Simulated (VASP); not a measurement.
A run of VASP 6.6.1:

File INCAR:

```
SYSTEM = MgO
  ALGO = Normal
  EDIFF = 1E-7
  ENCUT = 520
  GGA = PS
  ISIF = 2
  ISMEAR = 0
  LASPH = .TRUE.
  LCHARG = .TRUE.
  LELF = .TRUE.
  LREAL = .FALSE.
  LVHAR = .TRUE.
  LWAVE = .FALSE.
  NBANDS = 16
  NELM = 100
  PREC = Accurate
  SIGMA = 0.05
```

KPOINTS

```
k-points
0
G
  9 9 6
  0 0 0
```

The input POSCAR:

```
MgO
1.0
    3.3034677759      0.0000000000      0.0000000000
   -1.6517338880      2.8608870145      0.0000000000
    0.0000000000      0.0000000000      5.0193881071
Mg O
2 2
Direct
    0.3304133197      0.7044171963      0.0036583441
    0.6695866803      0.2955828037      0.5036583441
    0.3360422352      0.6316454330      0.4009416559
    0.6639577648      0.3683545670      0.9009416559
```

Potentials or basis: VASP PAW PBE potentials, release 64 (Mg, O).

The run is started by

```bash
$ cat potpaw_PBE.64/Mg/POTCAR potpaw_PBE.64/O/POTCAR > POTCAR
$ mpirun -np 1 vasp_std > vasp.out
```

Hardware: 1 thread of Intel Xeon 8259CL, with other jobs on the host.

Q: How long does it take, and how much memory?

A: It took 3 min on 1 thread of Intel Xeon 8259CL, on a shared host, peak memory 0.26 GiB. Counts: scf iterations 13, k points 164.
